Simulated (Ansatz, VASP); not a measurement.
## Two plane-wave programs on Al2Cu

File INCAR:

```
ALGO = Fast
EDIFF = 1E-6
ENCUT = 520
GGA = PE
ISIF = 2
ISMEAR = 0
LASPH = T
LCHARG = F
LREAL = F
LWAVE = F
NBANDS = 16
NELM = 80
PREC = Accurate
SIGMA = 0.15
```

The input KPOINTS:

```
k-points
0
Gamma
  14 14 14
```

Contents of POSCAR:

```
Al2Cu
1.0
   -2.1469327363      2.1469327363      2.7563729399
    2.1469327363     -2.1469327363      2.7563729399
    2.0377510706      2.0377510706     -2.7563729399
Al Cu
2 1
Direct
    0.7500000000      0.2500000000      0.5000000000
    0.2500000000      0.7500000000      0.5000000000
    0.5000000000      0.5000000000      0.0000000000
```

Input for Ansatz:

```yaml
crystal:
  lattice:
    - [-2.1469327363, 2.1469327363, 2.7563729399]
    - [2.1469327363, -2.1469327363, 2.7563729399]
    - [2.0377510706, 2.0377510706, -2.7563729399]
  atoms:
    - { symbol: Al, position: [0.75, 0.25, 0.5] }
    - { symbol: Al, position: [0.25, 0.75, 0.5] }
    - { symbol: Cu, position: [0.5, 0.5, 0.0] }
basis:
  ecutwfc: 520.0
kpoints:
  mp_grid: { grid: [14, 14, 14] }
hamiltonian:
  xc: pbe
  pseudopotentials: { kind: paw, azcp: { folder: soft_1 } }
scf:
  occupations: { method: gaussian, width: 0.15 }
output:
  forces: true
  stress: true
  eigenvalues: true
```

Change from the starting cell: strain +e along x and -e along y -0.0267, strain +e along z and -e/2 along x and y -0.0467.

Alike in both runs: task single point; functional PBE; k mesh 14 × 14 × 14; occupations gaussian, width 0.15 eV; no spin polarisation.

```csv
,VASP,Ansatz
version,VASP 6.6.1,Ansatz 0.2.0
potentials or method,"VASP PAW PBE potentials, release 64 (Al, Cu), cutoff 520 eV","scalar-relativistic, plane waves, PAW"
valence electrons in the cell,17,25
```

|  | VASP | Ansatz | Ansatz less VASP |
| --- | --- | --- | --- |
| gap on the k mesh at the Fermi level (eV) | none | none | - |
| pressure (GPa) | 0.9 | 0.6 | -0.24 |
| traceless stress, the component that is largest in VASP (GPa) | 4.59 | 4.66 | +0.070 |

A gap of «none» marks a metal or a gap that the smearing closes. With one functional, cell and mesh, what is left measures potentials, basis and numerics. VASP's potentials hold 17 valence electrons a cell and Ansatz's 25, so a difference there can come from the potentials and not from the codes.
